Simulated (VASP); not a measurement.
A run of VASP 6.6.1:

File INCAR:

```
ALGO     = Normal         # electronic algorithm
EDIFF    = 1E-8           # SCF threshold, eV
ENCUT    = 500            # plane-wave cutoff, eV
GGA      = PE             # functional
GGA_COMPAT= False        
IBRION   = 6              # ionic algorithm
ISIF     = 2              # what is computed and relaxed
ISMEAR   = -1             # smearing method
IVDW     = 12             # dispersion correction
LASPH    = True           # aspherical terms in the spheres
LCHARG   = False          # write CHGCAR
LREAL    = False          # projectors in reciprocal space
LWAVE    = False          # write WAVECAR
NBANDS   = 18             # bands
NELM     = 120            # most SCF steps
NFREE    = 2            
NSW      = 1              # ionic steps
POTIM    = 0.015          # step
PREC     = Accurate       # precision mode
SIGMA    = 0.15           # smearing width, eV
```

The input KPOINTS:

```
k-points
0
Gamma
  15 15 10
```

Contents of POSCAR:

```
PtSe2
1.0
    3.7720690011     -0.0000000029      0.0000000000
   -1.8860344980      3.2667075812      0.0000000000
    0.0000000000      0.0000000000      4.8195613529
Pt Se
1 2
Direct
    0.0000000000      0.0000000000      0.0000000000
    0.6666666667      0.3333333333      0.7341793042
    0.3333333333      0.6666666667      0.2658206958
```

Potentials or basis: VASP PAW PBE potentials, release 64 (Pt, Se).

Run with:

```console
$ cat potpaw_PBE.64/Pt/POTCAR potpaw_PBE.64/Se/POTCAR > POTCAR
$ mpirun -np 1 vasp_std > vasp.out
```

Hardware: 1 thread of Intel Xeon 8259CL (shared host).

**Question.** Estimate the wall time of this run.

**Answer.** Run time: 70 min on 1 thread of Intel Xeon 8259CL (shared host), peak memory 1.6 GiB. Counts: scf iterations 87, k points 238.
